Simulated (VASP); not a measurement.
# Sn23O47 (a cell with a defect) in VASP: single point with PBEsol

Aim: the single point of Sn23O47 (a cell with a defect) with PBEsol.

Program: VASP 6.6.1. These are calculated values, not measurements. Logs are shortened: lines on timing, memory, paths and dates and some standing lists are left out, and cuts for length are marked.

### 1 The cell of the first run

The cell holds a defect, 70 atoms: a = 9.538 Å, b = 9.538 Å, c = 9.636 Å, α = 90.00°, β = 90.00°, γ = 90.00°.

### 2 Single point, PBEsol

File INCAR:

```
PREC = Accurate
ENCUT = 520
EDIFF = 1E-6
ISMEAR = -1
SIGMA = 0.05
LREAL = Auto
LASPH = True
NELM = 60
ALGO = Normal
ISIF = 2
LWAVE = False
LCHARG = False
GGA = PS
ISYM = 0
NBANDS = 343
NCORE = 4
```

File KPOINTS:

```
Automatic mesh
0
Gamma
  1 1 1
  0.25 0.25 0.25
```

File POSCAR:

```
Sn23O47
1.0
    9.5380920000      0.0000000000      0.0000000000
    0.0000000000      9.5380920000      0.0000000000
    0.0000000000      0.0000000000      9.6363030000
Sn O
23 47
Direct
    0.0054490000      0.0050850000      0.0000970000
    0.0019830000      0.0016390000      0.3338010000
    0.0058640000      0.0055120000      0.6675090000
    0.9987180000      0.4982700000      0.9999870000
    0.9986510000      0.4979400000      0.3336830000
    0.9983130000      0.4978040000      0.6675110000
    0.4986220000      0.9982910000      0.9999920000
    0.4983280000      0.9982630000      0.3336700000
    0.4981420000      0.9979670000      0.6675130000
    0.5005870000      0.5002200000      0.0056500000
    0.5009020000      0.5003980000      0.6607020000
    0.2553330000      0.2549190000      0.1707070000
    0.2559360000      0.2556000000      0.4967410000
    0.2518220000      0.2514880000      0.8339900000
    0.2502950000      0.7458690000      0.1676220000
    0.2504360000      0.7458880000      0.5001140000
    0.2498490000      0.7469880000      0.8337210000
    0.7462100000      0.2499450000      0.1676140000
    0.7462920000      0.2500490000      0.5001090000
    0.7473990000      0.2494920000      0.8337360000
    0.7595280000      0.7591250000      0.1532340000
    0.7604080000      0.7600300000      0.5139150000
    0.7495690000      0.7492080000      0.8333410000
    0.1565700000      0.1563570000      0.0039630000
    0.1524960000      0.1521900000      0.3340740000
    0.1568900000      0.1565490000      0.6634960000
    0.1457070000      0.6556480000      0.9993890000
    0.1467480000      0.6545140000      0.3336500000
    0.1451050000      0.6556960000      0.6682400000
    0.6559620000      0.1453790000      0.9993780000
    0.6546980000      0.1465900000      0.3336620000
    0.6558610000      0.1449410000      0.6682510000
    0.6563260000      0.6562570000      0.0000070000
    0.6565060000      0.6561600000      0.6660240000
    0.3476270000      0.3472270000      0.0004980000
    0.3494260000      0.3489010000      0.3333210000
    0.3477370000      0.3470090000      0.6675450000
    0.3415060000      0.8509460000      0.9997850000
    0.3405460000      0.8513040000      0.3339120000
    0.3409470000      0.8512660000      0.6677650000
    0.8514470000      0.3410320000      0.9997920000
    0.8516870000      0.3401680000      0.3338940000
    0.8516190000      0.3406120000      0.6677670000
    0.8520700000      0.8516290000      0.9924110000
    0.8358910000      0.8354180000      0.3334140000
    0.8524420000      0.8519260000      0.6751070000
    0.0956400000      0.4054310000      0.1666990000
    0.0959320000      0.4056270000      0.5007610000
    0.0980260000      0.4036040000      0.8337500000
    0.0910980000      0.8978890000      0.1678160000
    0.0906800000      0.8975060000      0.4997700000
    0.1014250000      0.9073360000      0.8338410000
    0.6106440000      0.4087720000      0.1578790000
    0.6055350000      0.4038750000      0.5081490000
    0.5983420000      0.4056560000      0.8333630000
    0.5949360000      0.8936920000      0.1691440000
    0.5945690000      0.8932830000      0.4982420000
    0.5943240000      0.8994700000      0.8336690000
    0.4057890000      0.0952660000      0.1666800000
    0.4059380000      0.0954780000      0.5007340000
    0.4038770000      0.0975600000      0.8338070000
    0.4090050000      0.6101860000      0.1579220000
    0.4039850000      0.6050350000      0.5082150000
    0.4059450000      0.5978710000      0.8333070000
    0.8981440000      0.0906490000      0.1678130000
    0.8977790000      0.0902750000      0.4997830000
    0.9076430000      0.1010180000      0.8338290000
    0.8939820000      0.5944710000      0.1691250000
    0.8936050000      0.5941230000      0.4982330000
    0.8997430000      0.5938580000      0.8337110000
```

Potentials or basis: VASP PAW PBE potentials, release 64 (Sn_d, O).

On the command line:

```sh
$ cat potpaw_PBE.64/Sn_d/POTCAR potpaw_PBE.64/O/POTCAR > POTCAR
$ mpirun -np 4 vasp_std > vasp.out
```

OUTCAR:

```text
PREC = Accurate
   ENCUT = 520
   EDIFF = 1E-6
   ISMEAR = -1
   LREAL = Auto
   LASPH = True
   NELM = 60
   ISIF = 2
   GGA = PS
   ISYM = 0

 ion  position               nearest neighbor table
   1  0.005  0.005  0.000-  24 2.04  52 2.07  67 2.07  44 2.07  50 2.08  65 2.08   3 3.20   2 3.22
                            21 3.63  14 3.69  12 3.75  20 3.75  17 3.75
   2  0.002  0.002  0.334-  25 2.03  51 2.06  50 2.06  65 2.06  66 2.06  45 2.24   1 3.22   3 3.22
                            22 3.69  21 3.70  15 3.76  18 3.76
   3  0.006  0.006  0.668-  26 2.04  67 2.07  52 2.07  46 2.07  51 2.08  66 2.08   1 3.20   2 3.22
                            22 3.63  14 3.69  20 3.75  17 3.75  13 3.75
   4  0.999  0.498  1.000-  27 2.05  47 2.05  41 2.05  49 2.07  70 2.07  68 2.12   6 3.20   5 3.22
                            21 3.68  14 3.73  17 3.73  20 3.73  15 3.73  23 3.74  18 3.74  12 3.75
   5  0.999  0.498  0.334-  47 2.06  28 2.06  48 2.06  42 2.06  68 2.09  69 2.09   4 3.22   6 3.22
                            12 3.72  13 3.72  15 3.73  16 3.73  18 3.74  19 3.74
   6  0.998  0.498  0.668-  43 2.05  48 2.05  29 2.06  49 2.07  70 2.07  69 2.12   4 3.20   5 3.22
                            22 3.69  20 3.73  23 3.73  14 3.73  19 3.74  17 3.74  16 3.74  13 3.75
   7  0.499  0.998  1.000-  59 2.05  30 2.05  38 2.05  61 2.07  58 2.07  56 2.12   9 3.20   8 3.22
                            21 3.68  14 3.73  20 3.73  17 3.73  18 3.73  23 3.74  15 3.74  12 3.75
   8  0.498  0.998  0.334-  59 2.06  31 2.06  60 2.06  39 2.06  56 2.09  57 2.09   7 3.22   9 3.22
                            12 3.72  13 3.72  18 3.73  19 3.73  15 3.74  16 3.74
   9  0.498  0.998  0.668-  40 2.05  60 2.05  32 2.06  61 2.07  58 2.07  57 2.12   7 3.20   8 3.22
                            22 3.69  17 3.73  23 3.73  14 3.73  16 3.74  20 3.74  19 3.74  13 3.75
  10  0.501  0.500  0.006-  53 2.00  62 2.00  35 2.06  33 2.10  55 2.11  64 2.11  11 3.32  12 3.67
                            18 3.69  15 3.69  14 3.74  17 3.74  20 3.74  23 3.75
  11  0.501  0.500  0.661-  54 2.00  63 2.00  37 2.07  34 2.10  55 2.11  64 2.11  10 3.32  13 3.66
[... 58 lines left out ...]
  57  0.595  0.893  0.498-  22 2.03   8 2.09   9 2.12
  58  0.594  0.899  0.834-  23 2.06   9 2.07   7 2.07
  59  0.406  0.095  0.167-   7 2.05   8 2.06  12 2.09
  60  0.406  0.095  0.501-   9 2.05   8 2.06  13 2.09
  61  0.404  0.098  0.834-  14 2.06   7 2.07   9 2.07
  62  0.409  0.610  0.158-  15 1.99  10 2.00
  63  0.404  0.605  0.508-  16 1.99  11 2.00
  64  0.406  0.598  0.833-  17 2.06  10 2.11  11 2.11
  65  0.898  0.091  0.168-   2 2.06   1 2.08  18 2.10
  66  0.898  0.090  0.500-   2 2.06   3 2.08  19 2.10
  67  0.908  0.101  0.834-   1 2.07   3 2.07  20 2.08
  68  0.894  0.594  0.169-  21 2.03   5 2.09   4 2.12
  69  0.894  0.594  0.498-  22 2.03   5 2.09   6 2.12
  70  0.900  0.594  0.834-  23 2.06   6 2.07   4 2.07

IMPORTANT INFORMATION: All symmetrisations will be switched off!
NOSYMM: (Re-)initialisation of all symmetry stuff for point group C_1.

----------------------------------------------------------------------------------------

                                     Primitive cell

  volume of cell :     876.6646

  direct lattice vectors                    reciprocal lattice vectors
     9.538092000  0.000000000  0.000000000     0.104842771  0.000000000  0.000000000
     0.000000000  9.538092000  0.000000000     0.000000000  0.104842771  0.000000000
     0.000000000  0.000000000  9.636303000     0.000000000  0.000000000  0.103774238

  length of vectors
     9.538092000  9.538092000  9.636303000     0.104842771  0.104842771  0.103774238

  position of ions in fractional coordinates (direct lattice)
     0.005449000  0.005085000  0.000097000
     0.001983000  0.001639000  0.333801000
     0.005864000  0.005512000  0.667509000
     0.998718000  0.498270000  0.999987000
     0.998651000  0.497940000  0.333683000
     0.998313000  0.497804000  0.667511000
[... 62 lines left out ...]
     0.893605000  0.594123000  0.498233000
     0.899743000  0.593858000  0.833711000

  ion indices of the primitive-cell ions
   primitive index   ion index
                 1           1
                 2           2
                 3           3
                 4           4
                 5           5
                 6           6
[... 62 lines left out ...]
                69          69
                70          70

----------------------------------------------------------------------------------------

 KPOINTS: Automatic mesh

Automatic generation of k-mesh.
 Grid dimensions read from file:
 generate k-points for:    1    1    1

 Generating k-lattice:

  Cartesian coordinates                     Fractional coordinates (reciprocal lattice)
     0.104842771  0.000000000  0.000000000     1.000000000  0.000000000  0.000000000
     0.000000000  0.104842771  0.000000000     0.000000000  1.000000000  0.000000000
     0.000000000  0.000000000  0.103774238     0.000000000  0.000000000  1.000000000

  Length of vectors
     0.104842771  0.104842771  0.103774238

  Shift w.r.t. Gamma in fractional coordinates (k-lattice)
     0.250000000  0.250000000  0.250000000

 Subroutine IBZKPT returns following result:
 ===========================================

 Found      4 irreducible k-points:

 Following reciprocal coordinates:
            Coordinates               Weight
  0.250000  0.250000  0.250000      2.000000
 -0.250000  0.250000  0.250000      2.000000
 -0.250000 -0.250000  0.250000      2.000000
  0.250000 -0.250000  0.250000      2.000000
   k-points           NKPTS =      4   k-points in BZ     NKDIM =      4   number of bands    NBANDS=    343
   number of dos      NEDOS =    301   number of ions     NIONS =     70
   total plane-waves  NPLWV = 373248
   dimension x,y,z NGX =    72 NGY =   72 NGZ =   72
   dimension x,y,z NGXF=   144 NGYF=  144 NGZF=  144
   ions per type =              23  47
   NGX,Y,Z   is equivalent  to a cutoff of  12.55, 12.55, 12.42 a.u.
   NGXF,Y,Z  is equivalent  to a cutoff of  25.10, 25.10, 24.84 a.u.
 SYSTEM =  unknown system
   PREC   = accura    normal or accurate (medium, high low for compatibility)
   ISTART =      0    job   : 0-new  1-cont  2-samecut
   ICHARG =      2    charge: 1-file 2-atom 10-const
   ISPIN  =      1    spin polarized calculation?
   LNONCOLLINEAR =      F non collinear calculations
   LSORBIT =      F    spin-orbit coupling
   LASPH  =      T    aspherical Exc in radial PAW
   ENCUT  =  520.0 eV  38.22 Ry    6.18 a.u.  17.73 17.73 17.92*2*pi/ulx,y,z
   NELM   =     60;   NELMIN=  2; NELMDL= -5     # of ELM steps
   EDIFF  = 0.1E-05   stopping-criterion for ELM
   LREAL  =      T    real-space projection
   EDIFFG = 0.1E-04   stopping-criterion for IOM
   NSW    =      0    number of steps for IOM
   IBRION =     -1    ionic relax: 0-MD 1-quasi-New 2-CG
   NFREE  =      0    steps in history (QN), initial steepest desc. (CG)
   ISIF   =      2    stress and relaxation
   ISYM   =      0    0-nonsym 1-usesym 2-fastsym
   POTIM  = 0.5000    time-step for ionic-motion
   TEBEG  =    0.0;   TEEND  =   0.0 temperature during run
   PSTRESS=    0.0 pullay stress
   NELECT =     604.0000    total number of electrons
   NUPDOWN=      -1.0000    fix difference up-down
   EMIN   =  10.00;   EMAX   =-10.00  energy-range for DOS
   EFERMI =   0.00;   METHOD = LEGACY
   ISMEAR =    -1;   SIGMA  =   0.05  broadening in eV -4-tet -1-fermi 0-gaus
   EFERMI_NEDOS =   21; number of points for ismear=-14 and -15
   IALGO  =     38    algorithm
   IMIX   =      4    mixing-type and parameters
     AMIX     =   0.40;   BMIX     =  1.00
     AMIX_MAG =   1.60;   BMIX_MAG =  1.00
  volume/ion in A,a.u.               =      12.52        84.51
  Fermi-wavevector in a.u.,A,eV,Ry     =   1.445915  2.732382 28.445281  2.090669
  Thomas-Fermi vector in A             =   2.564043
   LORBIT       =      0    0 simple, 1 ext, 2 COOP (PROOUT), +10 PAW based schemes
   GGA     = PS    functional components
   LHFCALC =     F    Hartree Fock is set to
   AEXX    =    0.0000 exact exchange contribution
   IVDW    =     0    specifies the selected vdW correction
   LEPSILON=     F    determine dielectric tensor
   LRPA    =     F    only Hartree local field effects (RPA)
 non-spin polarized calculation
  energy-cutoff  :      520.00
  volume of cell :      876.66
 maximum number of plane-waves:     23594
 NGX is ok and might be reduce to    70
   NGX = 35   NGY = 35   NGZ = 35

 number of electron     604.0000033 magnetization

 Free energy of the ion-electron system (eV)
  ---------------------------------------------------
  ext. energy  EPLUGINS =         0.00000000
  ---------------------------------------------------
  free energy    TOTEN  =      -454.42100040 eV

  energy without entropy =     -454.24492775  energy(sigma->0) =     -454.33296408

 E-fermi :   5.2719     XC(G=0): -11.2006

 val. band max:        5.2286194477   @ k =  -0.2500  -0.2500   0.2500
 cond. band min:       5.2806697880   @ k =   0.2500  -0.2500   0.2500
 fundamental gap:      0.0520503403
 Fermi energy:         5.2719055500

 k-point     1 :       0.2500    0.2500    0.2500
  band No.  band energies     occupation
      1     -16.0932      2.00000
      2     -15.9599      2.00000
      3     -15.9204      2.00000
      4     -15.7955      2.00000
      5     -15.6748      2.00000
      6     -15.5814      2.00000
[... 1257 lines left out ...]
    313      10.0849      0.00000
    314      10.1970      0.00000
 [bands above 314 left out]

------------------------ aborting loop because EDIFF is reached ----------------------------------------

  FORCE on cell =-STRESS in cart. coord.  units (eV):
  Direction    XX          YY          ZZ          XY          YZ          ZX
  --------------------------------------------------------------------------------------
  -------------------------------------------------------------------------------------
  Total        2.5104905      2.5558370     10.6773352      3.9127785     -0.1702135     -0.1977649
  in kB        4.5881299      4.6710043     19.5137169      7.1509277     -0.3110793     -0.3614318
  external PRESSURE =       9.5909503 kB  Pullay stress =       0.0000000 kB

 VOLUME and BASIS-vectors are now :
 -----------------------------------------------------------------------------
  energy-cutoff  :      520.00
  volume of cell :      876.66
      direct lattice vectors                 reciprocal lattice vectors
     9.538092000  0.000000000  0.000000000     0.104842771  0.000000000  0.000000000
     0.000000000  9.538092000  0.000000000     0.000000000  0.104842771  0.000000000
     0.000000000  0.000000000  9.636303000     0.000000000  0.000000000  0.103774238

 POSITION                                       TOTAL-FORCE (eV/Angst)
 -----------------------------------------------------------------------------------
      0.05197      0.04850      0.00093        -0.006799     -0.003484     -0.037097
      0.01891      0.01563      3.21661        -0.046824     -0.051714      0.002848
      0.05593      0.05257      6.43232         0.001642     -0.003365      0.039289
      9.52586      4.75255      9.63618        -0.045906     -0.044196     -0.011545
      9.52523      4.74940      3.21547         0.001003     -0.027886      0.026461
      9.52200      4.74810      6.43234         0.031327      0.009087     -0.006341
[... 62 lines left out ...]
      8.52329      5.66680      4.80112        -0.015095      0.021675     -0.002922
      8.58183      5.66427      8.03389        -0.013578      0.005443     -0.006108
 -----------------------------------------------------------------------------------
    total drift:                               -0.029583     -0.012992      0.022884

  FREE ENERGIE OF THE ION-ELECTRON SYSTEM (eV)
  ---------------------------------------------------
  free  energy   TOTEN  =      -454.4210004028 eV

  energy  without entropy=     -454.2449277541  energy(sigma->0) =     -454.33296408
```

Wall time 7.8 min (4 MPI ranks of Intel Xeon 6975P-C (Granite Rapids), shared host); peak memory 0.4 GiB.

Results:

```yaml
Free_energy: -454.4210 eV
Pressure: 1.0 GPa
Largest_force: 0.098 eV/Å
Band_gap_on_the_k_mesh: 0.05 eV
```

Forces on the atoms (eV/Å):
```
Sn  -0.007 -0.003 -0.037
Sn  -0.047 -0.052  0.003
Sn   0.002 -0.003  0.039
Sn  -0.046 -0.044 -0.012
Sn   0.001 -0.028  0.026
Sn   0.031  0.009 -0.006
Sn  -0.037 -0.044 -0.015
Sn  -0.027  0.006  0.030
Sn   0.006  0.032 -0.004
Sn   0.031  0.038 -0.027
Sn  -0.042 -0.022  0.063
Sn   0.010  0.019 -0.015
Sn   0.027  0.019  0.053
Sn   0.018  0.009 -0.048
Sn  -0.005  0.053  0.026
Sn  -0.082  0.044 -0.031
Sn  -0.020  0.041 -0.006
Sn   0.048  0.000  0.023
Sn   0.032 -0.062 -0.028
Sn   0.031 -0.021 -0.004
Sn  -0.011 -0.010  0.007
Sn  -0.010 -0.015 -0.037
Sn   0.024  0.034  0.030
O    0.005  0.001  0.018
O    0.026  0.027 -0.017
O   -0.008 -0.006 -0.011
O    0.009 -0.003  0.019
O   -0.016  0.006 -0.006
O    0.009  0.012 -0.006
O   -0.005  0.007  0.021
O    0.011 -0.021 -0.007
O    0.017  0.007 -0.008
O   -0.024 -0.032  0.009
O   -0.041 -0.039 -0.011
O    0.018  0.020 -0.002
O   -0.016 -0.011 -0.009
O    0.014  0.024  0.011
O   -0.012  0.006 -0.005
O   -0.006  0.006  0.003
O    0.004 -0.028 -0.018
O    0.006 -0.009 -0.004
O    0.006 -0.010  0.005
O   -0.027  0.000 -0.017
O    0.023  0.021 -0.006
O    0.007  0.011 -0.006
O    0.009  0.009  0.007
O    0.043 -0.024 -0.014
O    0.013 -0.021  0.006
O    0.014 -0.013  0.010
O    0.009 -0.015  0.007
O    0.012 -0.010 -0.010
O    0.027 -0.021  0.003
O   -0.044 -0.010  0.039
O    0.020  0.052 -0.023
O   -0.009  0.008 -0.007
O    0.015 -0.006  0.001
O    0.021 -0.016 -0.003
O    0.005 -0.011 -0.008
O   -0.021  0.035 -0.014
O   -0.022  0.015  0.004
O   -0.017  0.016  0.011
O   -0.007 -0.048  0.038
O    0.071  0.002 -0.012
O    0.011 -0.012 -0.007
O   -0.014  0.008  0.008
O   -0.010  0.009 -0.012
O   -0.020  0.024  0.002
O   -0.005  0.015 -0.001
O   -0.015  0.022 -0.003
O   -0.014  0.005 -0.006
```

Stress tensor (GPa, compression positive):
```
 0.46  0.72 -0.04
 0.72  0.47 -0.03
-0.04 -0.03  1.95
```

Caveat: the PAW data sets were made with another functional, which shifts forces and pressure a little; spin-orbit coupling is left out, which moves the levels of the heavy elements.
